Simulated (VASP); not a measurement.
# CaSi2Sb2 (P-3m1) in VASP: a series of runs

CaSi2Sb2 is run at these levels: revPBE; tasks: single point, relaxation of cell and atoms.

Everything below comes from runs of VASP 6.6.1. Logs are shortened: lines on timing, memory, paths and dates and some standing lists are left out, and cuts for length are marked.

### Step 1. The cell of the first run

The structure is trigonal, space group P-3m1 (No. 164). The conventional cell has a = 4.997 Å, b = 4.997 Å, c = 5.968 Å, α = 90.00°, β = 90.00°, γ = 120.00°. Within 4.3 Å of Ca (site symmetry -3m) lie 6 Si at 3.26 Å and 6 Sb at 3.33 Å. Within 3.7 Å of Si (site symmetry 3m) lie 5 Sb at 2.78 to 3.19 Å and 3 Ca at 3.26 Å. Sb (site symmetry 3m) has 5 Si at 2.78 to 3.19 Å and 3 Ca at 3.33 Å within 3.7 Å.

### Step 2. Single point, revPBE

INCAR

```
ALGO = Normal
EDIFF = 1E-7
ENCUT = 520
GGA = RE
ISIF = 2
ISMEAR = -1
LASPH = True
LCHARG = False
LREAL = False
LWAVE = False
NBANDS = 22
NELM = 60
PREC = Accurate
SIGMA = 0.05
```

KPOINTS

```
k-points
0
Gamma
  5 5 4
```

POSCAR

```
CaSi2Sb2
1.0
    4.9974873026      0.0000028868      0.0000000000
   -2.4987461513      4.3279495157      0.0000000000
    0.0000000000      0.0000000000      5.9680313139
Ca Si Sb
1 2 2
Direct
    0.0000000000      0.0000000000      0.0000000000
    0.3333333333      0.6666666667      0.2557504688
    0.6666666667      0.3333333333      0.7442495312
    0.3333333333      0.6666666667      0.7218743343
    0.6666666667      0.3333333333      0.2781256657
```

Potentials or basis: VASP PAW PBE potentials, release 64 (Ca_sv, Si, Sb).

Started as:

```sh
> cat potpaw_PBE.64/Ca_sv/POTCAR potpaw_PBE.64/Si/POTCAR potpaw_PBE.64/Sb/POTCAR > POTCAR
> mpirun -np 1 vasp_std > vasp.out
```

OUTCAR:

```text
EDIFF = 1E-7
   ENCUT = 520
   GGA = RE
   ISIF = 2
   ISMEAR = -1
   LASPH = True
   LREAL = False
   NELM = 60
   PREC = Accurate

 ion  position               nearest neighbor table
   1  0.000  0.000  0.000-   4 3.33   5 3.33   4 3.33   5 3.33   5 3.33   4 3.33
   2  0.333  0.667  0.256-   4 2.78   5 2.89   5 2.89   5 2.89   4 3.19
   3  0.667  0.333  0.744-   5 2.78   4 2.89   4 2.89   4 2.89   5 3.19
   4  0.333  0.667  0.722-   2 2.78   3 2.89   3 2.89   3 2.89   2 3.19   1 3.33   1 3.33   1 3.33

   5  0.667  0.333  0.278-   3 2.78   2 2.89   2 2.89   2 2.89   3 3.19   1 3.33   1 3.33   1 3.33

  LATTYP: Found a hexagonal cell.
 ALAT       =     4.9974873026
 C/A-ratio  =     1.1942063986

  Lattice vectors:

 A1 = (   4.9974873026,   0.0000028868,   0.0000000000)
 A2 = (  -2.4987461513,   4.3279495157,   0.0000000000)
 A3 = (   0.0000000000,   0.0000000000,   5.9680313139)

Analysis of symmetry for initial positions (statically):
=====================================================================
 Subroutine PRICEL returns:
 Original cell was already a primitive cell.

 Routine SETGRP: Setting up the symmetry group for a
 hexagonal supercell.

 Subroutine GETGRP returns: Found 12 space group operations
 (whereof 12 operations were pure point group operations)
 out of a pool of 24 trial point group operations.

The static configuration has the point symmetry D_3d.

Analysis of symmetry for dynamics (positions and initial velocities):
=====================================================================
 Subroutine PRICEL returns:
 Original cell was already a primitive cell.

 Routine SETGRP: Setting up the symmetry group for a
 hexagonal supercell.

 Subroutine GETGRP returns: Found 12 space group operations
 (whereof 12 operations were pure point group operations)
 out of a pool of 24 trial point group operations.

The dynamic configuration has the point symmetry D_3d.

 Subroutine INISYM returns: Found 12 space group operations
 (whereof 12 operations are pure point group operations),
 and found     1 'primitive' translations

----------------------------------------------------------------------------------------

                                     Primitive cell

  volume of cell :     129.0818

  direct lattice vectors                    reciprocal lattice vectors
[... 83 lines left out ...]
   ENCUT  =  520.0 eV  38.22 Ry    6.18 a.u.   9.29  9.29 11.10*2*pi/ulx,y,z
   NELM   =     60;   NELMIN=  2; NELMDL= -5     # of ELM steps
   EDIFF  = 0.1E-06   stopping-criterion for ELM
   LREAL  =      F    real-space projection
   EDIFFG = 0.1E-05   stopping-criterion for IOM
   NSW    =      0    number of steps for IOM
   IBRION =     -1    ionic relax: 0-MD 1-quasi-New 2-CG
   NFREE  =      0    steps in history (QN), initial steepest desc. (CG)
   ISIF   =      2    stress and relaxation
   ISYM   =      2    0-nonsym 1-usesym 2-fastsym
   POTIM  = 0.5000    time-step for ionic-motion
   TEBEG  =    0.0;   TEEND  =   0.0 temperature during run
   PSTRESS=    0.0 pullay stress
   NELECT =      28.0000    total number of electrons
   NUPDOWN=      -1.0000    fix difference up-down
   EMIN   =  10.00;   EMAX   =-10.00  energy-range for DOS
   EFERMI =   0.00;   METHOD = LEGACY
   ISMEAR =    -1;   SIGMA  =   0.05  broadening in eV -4-tet -1-fermi 0-gaus
   EFERMI_NEDOS =   21; number of points for ismear=-14 and -15
   IALGO  =     38    algorithm
   IMIX   =      4    mixing-type and parameters
     AMIX     =   0.40;   BMIX     =  1.00
     AMIX_MAG =   1.60;   BMIX_MAG =  1.00
  volume/ion in A,a.u.               =      25.82       174.22
  Fermi-wavevector in a.u.,A,eV,Ry     =   0.983647  1.858823 13.164464  0.967561
  Thomas-Fermi vector in A             =   2.114820
   LORBIT       =      0    0 simple, 1 ext, 2 COOP (PROOUT), +10 PAW based schemes
   GGA     = RE    functional components
   LHFCALC =     F    Hartree Fock is set to
   AEXX    =    0.0000 exact exchange contribution
   IVDW    =     0    specifies the selected vdW correction
   LEPSILON=     F    determine dielectric tensor
   LRPA    =     F    only Hartree local field effects (RPA)
 non-spin polarized calculation
  energy-cutoff  :      520.00
  volume of cell :      129.08
 maximum number of plane-waves:      3502
 NGX is ok and might be reduce to    40
   NGX = 19   NGY = 19   NGZ = 23

 number of electron      27.9999999 magnetization

 Free energy of the ion-electron system (eV)
  ---------------------------------------------------
  ext. energy  EPLUGINS =         0.00000000
  ---------------------------------------------------
  free energy    TOTEN  =       -19.71044719 eV

  energy without entropy =      -19.69058813  energy(sigma->0) =      -19.70051766

 E-fermi :   6.2527     XC(G=0):  -9.3741

 val. band max:        6.2381739704   @ k =   0.2000   0.0000   0.2500
 cond. band min:       6.2963944563   @ k =   0.2000   0.2000   0.2500
 fundamental gap:      0.0582204859
 Fermi energy:         6.2527244455

 k-point     1 :       0.0000    0.0000    0.0000
  band No.  band energies     occupation
      1     -35.2838      2.00000
      2     -16.2833      2.00000
      3     -16.2707      2.00000
      4     -16.2707      2.00000
      5      -5.6133      2.00000
      6      -2.9014      2.00000
[... 414 lines left out ...]
     21      10.2778      0.00000
     22      10.4410      0.00000

------------------------ aborting loop because EDIFF is reached ----------------------------------------

  FORCE on cell =-STRESS in cart. coord.  units (eV):
  Direction    XX          YY          ZZ          XY          YZ          ZX
  --------------------------------------------------------------------------------------
  -------------------------------------------------------------------------------------
  Total        0.0271648      0.0271648      0.0083614      0.0000000      0.0000000      0.0000000
  in kB        0.3371722      0.3371722      0.1037831      0.0000000      0.0000000      0.0000000
  external PRESSURE =       0.2593758 kB  Pullay stress =       0.0000000 kB

 VOLUME and BASIS-vectors are now :
 -----------------------------------------------------------------------------
  energy-cutoff  :      520.00
  volume of cell :      129.08
      direct lattice vectors                 reciprocal lattice vectors
     4.997487303  0.000002887  0.000000000     0.200100492  0.115528227  0.000000000
    -2.498746151  4.327949516  0.000000000    -0.000000133  0.231056223  0.000000000
     0.000000000  0.000000000  5.968031314     0.000000000  0.000000000  0.167559443

 POSITION                                       TOTAL-FORCE (eV/Angst)
 -----------------------------------------------------------------------------------
      0.00000      0.00000      0.00000         0.000000     -0.000000      0.000000
     -0.00000      2.88530      1.52633        -0.000000      0.000000     -0.002109
      2.49874      1.44265      4.44170         0.000000     -0.000000      0.002109
     -0.00000      2.88530      4.30817        -0.000000     -0.000000     -0.005771
      2.49874      1.44265      1.65986         0.000000      0.000000      0.005771
 -----------------------------------------------------------------------------------
    total drift:                               -0.000000      0.000000     -0.000000

  FREE ENERGIE OF THE ION-ELECTRON SYSTEM (eV)
  ---------------------------------------------------
  free  energy   TOTEN  =       -19.7104471918 eV

  energy  without entropy=      -19.6905881258  energy(sigma->0) =      -19.70051766
```

Wall time 77 s (1 thread of Intel Xeon Platinum 8488C (Sapphire Rapids), shared host); peak memory 0.28 GiB.

Results:

- Free energy: -19.7104 eV
- Pressure: 0.0 GPa
- Largest force: 0.006 eV/Å
- Band gap on the k mesh: zero (band 14 reaches 6.68 eV, above the bottom of band 15 at 5.90 eV)

Forces in eV/Å, atoms in the order of the input:
```
Ca   0.000  0.000  0.000
Si   0.000  0.000 -0.002
Si   0.000  0.000  0.002
Sb   0.000  0.000 -0.006
Sb   0.000  0.000  0.006
```

Levels at points of the mesh, in eV from the Fermi level:
```
           k point  band 10  band 11  band 12  band 13  band 14  band 15  band 16  band 17  band 18  band 19
(0.00, 0.00, 0.00)    -3.83    -3.03    -1.44    -1.44    -1.33    -0.23    -0.23     0.59     0.59     2.05
(0.00, 0.00, 0.50)    -2.95    -2.92    -2.92    -1.94    -1.24    -0.34    -0.34     0.76     0.76     2.32
```

Caveat: the PAW data sets were made with another functional, which shifts forces and pressure a little; spin-orbit coupling is left out, which moves the levels of the heavy elements.

[end of part 1 of 2]
